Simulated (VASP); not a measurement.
# As in VASP: notebook

Runs on As. Level: PBE+D3(BJ). Tasks: single point.

Everything below comes from runs of VASP 6.6.1. Logs are shortened: lines on timing, memory, paths and dates and some standing lists are left out, and cuts for length are marked.

### 1 The cell of the first run

The cell holds a sheet with vacuum, 4 atoms: a = 3.759 Å, b = 3.759 Å, c = 20.000 Å, α = 90.00°, β = 90.00°, γ = 120.00°.

### 2 Single point, PBE+D3(BJ)

INCAR reads:

```
SYSTEM = As
PREC = Accurate ; ENCUT = 520
EDIFF = 1E-7 ; ISMEAR = 0
SIGMA = 0.1 ; LREAL = .False.
LASPH = .True. ; NELM = 100
ALGO = Normal ; ISIF = 2
LWAVE = .False. ; LCHARG = .False.
LDIPOL = .True. ; IDIPOL = 3
DIPOL = 0.5 0.5 0.500 ; GGA = PE
IVDW = 12 ; NBANDS = 18
```

KPOINTS reads:

```
Automatic mesh
0
Gamma
  6 6 1
  0 0 0
```

POSCAR reads:

```
As
1.0
    3.7594990000      0.0000000000      0.0000000000
   -1.8797490000      3.2558220000      0.0000000000
    0.0000000000      0.0000000000     20.0000000000
As
4
Direct
    0.6666666700      0.3333333300      0.4190000000
    0.3333333300      0.6666666700      0.3553428600
    0.6666666700      0.3333333300      0.6446571400
    0.3333333300      0.6666666700      0.5810000000
```

Potentials or basis: VASP PAW PBE potentials, release 64 (As).

The run is started by

```sh
cat potpaw_PBE.64/As/POTCAR > POTCAR
mpirun -np 1 vasp_std > vasp.out
```

OUTCAR:

```text
SYSTEM = As
   PREC = Accurate
   ENCUT = 520
   EDIFF = 1E-7
   ISMEAR = 0
   LREAL = .False.
   LASPH = .True.
   NELM = 100
   ISIF = 2
   GGA = PE
   IVDW = 12
 IVDW          = 12

 ion  position               nearest neighbor table
   1  0.667  0.333  0.419-   2 2.52   2 2.52   2 2.52
   2  0.333  0.667  0.355-   1 2.52   1 2.52   1 2.52
   3  0.667  0.333  0.645-   4 2.52   4 2.52   4 2.52
   4  0.333  0.667  0.581-   3 2.52   3 2.52   3 2.52

  LATTYP: Found a hexagonal cell.
 ALAT       =     3.7594990000
 C/A-ratio  =     5.3198577789

  Lattice vectors:

 A1 = (   3.7594990000,   0.0000000000,   0.0000000000)
 A2 = (  -1.8797490000,   3.2558220000,   0.0000000000)
 A3 = (   0.0000000000,   0.0000000000,  20.0000000000)

Analysis of symmetry for initial positions (statically):
=====================================================================
 Subroutine PRICEL returns:
 Original cell was already a primitive cell.

 Routine SETGRP: Setting up the symmetry group for a
 hexagonal supercell.

 Subroutine GETGRP returns: Found 12 space group operations
 (whereof 12 operations were pure point group operations)
 out of a pool of 24 trial point group operations.

The static configuration has the point symmetry D_3d.

Analysis of symmetry for dynamics (positions and initial velocities):
=====================================================================
 Subroutine PRICEL returns:
 Original cell was already a primitive cell.

 Routine SETGRP: Setting up the symmetry group for a
 hexagonal supercell.

 Subroutine GETGRP returns: Found 12 space group operations
 (whereof 12 operations were pure point group operations)
 out of a pool of 24 trial point group operations.

The dynamic configuration has the point symmetry D_3d.

 Subroutine INISYM returns: Found 12 space group operations
 (whereof 12 operations are pure point group operations),
 and found     1 'primitive' translations

----------------------------------------------------------------------------------------

                                     Primitive cell

  volume of cell :     244.8052

  direct lattice vectors                    reciprocal lattice vectors
     3.759499000  0.000000000  0.000000000     0.265992889  0.153571008  0.000000000
    -1.879749000  3.255822000  0.000000000     0.000000000  0.307142098  0.000000000
     0.000000000  0.000000000 20.000000000     0.000000000  0.000000000  0.050000000

  length of vectors
     3.759499000  3.759499062 20.000000000     0.307142103  0.307142098  0.050000000

  position of ions in fractional coordinates (direct lattice)
     0.666666670  0.333333330  0.419000000
     0.333333330  0.666666670  0.355342860
     0.666666670  0.333333330  0.644657140
     0.333333330  0.666666670  0.581000000

  ion indices of the primitive-cell ions
   primitive index   ion index
                 1           1
                 2           2
                 3           3
                 4           4

----------------------------------------------------------------------------------------

 KPOINTS: Automatic mesh

Automatic generation of k-mesh.
 Grid dimensions read from file:
 generate k-points for:    6    6    1

 Generating k-lattice:

  Cartesian coordinates                     Fractional coordinates (reciprocal lattice)
     0.044332148  0.025595168  0.000000000     0.166666667  0.000000000  0.000000000
     0.000000000  0.051190350  0.000000000     0.000000000  0.166666667  0.000000000
     0.000000000  0.000000000  0.050000000     0.000000000  0.000000000  1.000000000

  Length of vectors
     0.051190351  0.051190350  0.050000000

  Shift w.r.t. Gamma in fractional coordinates (k-lattice)
     0.000000000  0.000000000  0.000000000

 Subroutine IBZKPT returns following result:
 ===========================================

 Found      7 irreducible k-points:

 Following reciprocal coordinates:
            Coordinates               Weight
  0.000000  0.000000  0.000000      1.000000
  0.166667 -0.000000  0.000000      6.000000
  0.333333  0.000000  0.000000      6.000000
  0.500000 -0.000000  0.000000      3.000000
  0.166667  0.166667  0.000000      6.000000
  0.333333  0.166667  0.000000     12.000000
  0.333333  0.333333  0.000000      2.000000
   k-points           NKPTS =      7   k-points in BZ     NKDIM =      7   number of bands    NBANDS=     18
   number of dos      NEDOS =    301   number of ions     NIONS =      4
   total plane-waves  NPLWV = 117600
   dimension x,y,z NGX =    28 NGY =   28 NGZ =  150
   dimension x,y,z NGXF=    56 NGYF=   56 NGZF=  300
   ions per type =               4
   NGX,Y,Z   is equivalent  to a cutoff of  12.38, 12.38, 12.47 a.u.
   NGXF,Y,Z  is equivalent  to a cutoff of  24.76, 24.76, 24.94 a.u.
 SYSTEM =  As
   PREC   = accura    normal or accurate (medium, high low for compatibility)
   ISTART =      0    job   : 0-new  1-cont  2-samecut
   ICHARG =      2    charge: 1-file 2-atom 10-const
   ISPIN  =      1    spin polarized calculation?
   LNONCOLLINEAR =      F non collinear calculations
   LSORBIT =      F    spin-orbit coupling
   LASPH  =      T    aspherical Exc in radial PAW
   ENCUT  =  520.0 eV  38.22 Ry    6.18 a.u.   6.99  6.99 37.19*2*pi/ulx,y,z
   NELM   =    100;   NELMIN=  2; NELMDL= -5     # of ELM steps
   EDIFF  = 0.1E-06   stopping-criterion for ELM
   LREAL  =      F    real-space projection
   EDIFFG = 0.1E-05   stopping-criterion for IOM
   NSW    =      0    number of steps for IOM
   IBRION =     -1    ionic relax: 0-MD 1-quasi-New 2-CG
   NFREE  =      0    steps in history (QN), initial steepest desc. (CG)
   ISIF   =      2    stress and relaxation
   ISYM   =      2    0-nonsym 1-usesym 2-fastsym
   POTIM  = 0.5000    time-step for ionic-motion
   TEBEG  =    0.0;   TEEND  =   0.0 temperature during run
   PSTRESS=    0.0 pullay stress
   NELECT =      20.0000    total number of electrons
   NUPDOWN=      -1.0000    fix difference up-down
   EMIN   =  10.00;   EMAX   =-10.00  energy-range for DOS
   EFERMI =   0.00;   METHOD = LEGACY
   ISMEAR =     0;   SIGMA  =   0.10  broadening in eV -4-tet -1-fermi 0-gaus
   EFERMI_NEDOS =   21; number of points for ismear=-14 and -15
   IALGO  =     38    algorithm
   IMIX   =      4    mixing-type and parameters
     AMIX     =   0.40;   BMIX     =  1.00
     AMIX_MAG =   1.60;   BMIX_MAG =  1.00
  volume/ion in A,a.u.               =      61.20       413.01
  Fermi-wavevector in a.u.,A,eV,Ry     =   0.710359  1.342384  6.865637  0.504610
  Thomas-Fermi vector in A             =   1.797185
   LORBIT       =      0    0 simple, 1 ext, 2 COOP (PROOUT), +10 PAW based schemes
   GGA     = PE    functional components
   LHFCALC =     F    Hartree Fock is set to
   AEXX    =    0.0000 exact exchange contribution
   IVDW    =    12    specifies the selected vdW correction
   LEPSILON=     F    determine dielectric tensor
   LRPA    =     F    only Hartree local field effects (RPA)
 non-spin polarized calculation
 Gauss-broadening in eV      SIGMA  =   0.10
  energy-cutoff  :      520.00
  volume of cell :      244.81
 maximum number of plane-waves:      6616
 NGX is ok and might be reduce to    28
   NGX = 13   NGY = 13   NGZ = 75

 dipolmoment           0.000000      0.000000      0.000000 electrons x Angstroem

 number of electron      20.0000001 magnetization

 dipolmoment           0.000000      0.000000     -0.000000 electrons x Angstroem

 Free energy of the ion-electron system (eV)
  ---------------------------------------------------
  ext. energy  EPLUGINS =         0.00000000
  ---------------------------------------------------
  free energy    TOTEN  =       -18.44955073 eV

  energy without entropy =      -18.44766177  energy(sigma->0) =      -18.44860625

 E-fermi :  -1.2232     XC(G=0):  -4.4391

 val. band max:       -1.3692377932   @ k =   0.1667  -0.0000   0.0000
 cond. band min:      -1.1390127901   @ k =   0.0000   0.0000   0.0000
 fundamental gap:      0.2302250031
 Fermi energy:        -1.2232024921

 k-point     1 :       0.0000    0.0000    0.0000
  band No.  band energies     occupation
      1     -15.2768      2.00000
      2     -15.1664      2.00000
      3      -9.0677      2.00000
      4      -8.4582      2.00000
      5      -2.6993      2.00000
      6      -2.6993      2.00000
[... 10 lines left out ...]
     17       3.0578      0.00000
     18       3.2663      0.00000

 k-point     2 :       0.1667   -0.0000    0.0000
  band No.  band energies     occupation
      1     -14.9482      2.00000
      2     -14.8392      2.00000
      3      -9.1561      2.00000
      4      -8.7281      2.00000
      5      -4.6649      2.00000
      6      -4.3514      2.00000
[... 10 lines left out ...]
     17       3.4348      0.00000
     18       3.6231      0.00000

 k-point     3 :       0.3333    0.0000    0.0000
  band No.  band energies     occupation
      1     -14.0215      2.00000
      2     -13.9184      2.00000
      3     -10.0429      2.00000
      4      -9.9896      2.00000
      5      -5.6694      2.00000
      6      -5.0508      2.00000
[... 10 lines left out ...]
     17       4.4123      0.00000
     18       4.5812      0.00000

 k-point     4 :       0.5000   -0.0000    0.0000
  band No.  band energies     occupation
      1     -13.1197      2.00000
      2     -13.0276      2.00000
      3     -11.2024      2.00000
      4     -11.1473      2.00000
      5      -5.4051      2.00000
      6      -4.8266      2.00000
[... 10 lines left out ...]
     17       4.1825      0.00000
     18       5.4829      0.00000

 k-point     5 :       0.1667    0.1667    0.0000
  band No.  band energies     occupation
      1     -14.3133      2.00000
      2     -14.2079      2.00000
      3      -9.6591      2.00000
      4      -9.5169      2.00000
      5      -5.4165      2.00000
      6      -4.7969      2.00000
[... 10 lines left out ...]
     17       4.0686      0.00000
     18       4.1493      0.00000

 k-point     6 :       0.3333    0.1667    0.0000
  band No.  band energies     occupation
      1     -13.2065      2.00000
      2     -13.1117      2.00000
      3     -10.9618      2.00000
      4     -10.9244      2.00000
      5      -5.6369      2.00000
      6      -5.6170      2.00000
[... 10 lines left out ...]
     17       4.6898      0.00000
     18       5.4200      0.00000

 k-point     7 :       0.3333    0.3333    0.0000
  band No.  band energies     occupation
      1     -12.0858      2.00000
      2     -12.0858      2.00000
      3     -12.0034      2.00000
      4     -12.0034      2.00000
      5      -6.3885      2.00000
      6      -6.2410      2.00000
[... 10 lines left out ...]
     17       5.5830      0.00000
     18       6.1119      0.00000

------------------------ aborting loop because EDIFF is reached ----------------------------------------

 vacuum level on the upper side and lower side of the slab       (xc-potential included)        -0.105        -0.105

 Edisp (eV)   -1.00431

 E8    (eV) :    -0.4397

  FORCE on cell =-STRESS in cart. coord.  units (eV):
  Direction    XX          YY          ZZ          XY          YZ          ZX
  --------------------------------------------------------------------------------------
  -------------------------------------------------------------------------------------
  Total      -2.61709    -2.61709     1.57351    -0.00000     0.00000    -0.00000
  in kB     -17.12809   -17.12809    10.29816    -0.00000     0.00000    -0.00000
  external pressure =       -7.99 kB  Pullay stress =        0.00 kB

 VOLUME and BASIS-vectors are now :
 -----------------------------------------------------------------------------
  energy-cutoff  :      520.00
  volume of cell :      244.81
      direct lattice vectors                 reciprocal lattice vectors
     3.759499000  0.000000000  0.000000000     0.265992889  0.153571008  0.000000000
    -1.879749000  3.255822000  0.000000000     0.000000000  0.307142098  0.000000000
     0.000000000  0.000000000 20.000000000     0.000000000  0.000000000  0.050000000

 POSITION                                       TOTAL-FORCE (eV/Angst)
 -----------------------------------------------------------------------------------
      1.87975      1.08527      8.38000         0.000000     -0.000000      0.932309
      0.00000      2.17055      7.10686         0.000000      0.000000     -0.796461
      1.87975      1.08527     12.89314         0.000000      0.000000      0.796461
      0.00000      2.17055     11.62000        -0.000000     -0.000000     -0.932309
 -----------------------------------------------------------------------------------
    total drift:                               -0.000000      0.000000      0.000000

  FREE ENERGIE OF THE ION-ELECTRON SYSTEM (eV)
  ---------------------------------------------------
  free  energy   TOTEN  =       -19.4538636426 eV

  energy  without entropy=      -19.4519746770  energy(sigma->0) =      -19.45291916

 vacuum level on the upper side and lower side of the slab         3.446         3.446
```

Run time: 77 s. Hardware: 1 thread of AMD EPYC 7R43 (Zen 3), shared host; peak memory 0.27 GiB.

What came out:

- Free energy: -19.4539 eV
- Largest force: 0.932 eV/Å
- Band gap on the k mesh: 0.23 eV, indirect (least direct gap 0.33 eV)
- Dispersion energy per atom: -0.251 eV

Forces in eV/Å, atoms in the order of the input:
```
As   0.000  0.000  0.932
As   0.000  0.000 -0.796
As   0.000  0.000  0.796
As   0.000  0.000 -0.932
```

### 3 Single point, PBE+D3(BJ)

This run uses another cell than the first one, of 98.92 Å³/atom, 1.616 times its volume.

INCAR reads:

```
PREC = Accurate
ENCUT = 520
EDIFF = 1E-6
ISMEAR = 0
SIGMA = 0.1
LREAL = False
LASPH = True
NELM = 100
ALGO = Normal
ISIF = 2
LWAVE = False
LCHARG = False
LDIPOL = True
IDIPOL = 3
DIPOL = 0.5 0.5 0.283
GGA = PE
IVDW = 12
NBANDS = 18
```

KPOINTS reads:

```
regular mesh
0
Gamma
  6 6 1
```

POSCAR reads:

```
As
1.0
    3.5939727413     -0.0000002760      0.0000000000
   -1.7969861317      3.1124718325      0.0000000000
    0.0000000000      0.0000000000     35.3725712000
As
4
Direct
    0.6666666667      0.3333333333      0.2413809950
    0.3333333333      0.6666666667      0.2020912988
    0.6666666667      0.3333333333      0.3633185462
    0.3333333333      0.6666666667      0.3240288500
```

Potentials or basis: VASP PAW PBE potentials, release 64 (As).

The run is started by

```sh
cat potpaw_PBE.64/As/POTCAR > POTCAR
mpirun -np 1 vasp_std > vasp.out
```

Run time: 2.3 min. Hardware: 1 thread of AMD EPYC 7R43 (Zen 3), shared host; peak memory 0.44 GiB.

It converged, with:

- Free energy: -19.7020 eV
- Largest force: 0.077 eV/Å
- Band gap on the k mesh: 0.73 eV, indirect (least direct gap 1.44 eV)
- Dispersion energy per atom: -0.283 eV

Forces on the atoms (eV/Å):
```
As   0.000  0.000  0.056
As   0.000  0.000 -0.077
As   0.000  0.000  0.077
As   0.000  0.000 -0.056
```

Levels at points of the mesh, in eV from the valence-band top:
| k point | band 6 | band 7 | band 8 | band 9 | band 10 | band 11 | band 12 | band 13 | band 14 | band 15 |
| --- | --- | --- | --- | --- | --- | --- | --- | --- | --- | --- |
| (0.00, 0.00, 0.00) | -0.59 | -0.59 | -0.44 | -0.44 | -0.08 | 1.36 | 2.24 | 2.98 | 2.98 | 3.01 |
| (0.50, 0.00, 0.00) | -3.56 | -2.58 | -2.51 | -2.32 | -1.70 | 1.24 | 1.36 | 2.47 | 3.56 | 3.58 |

(Part 1 of 3 ends here.)
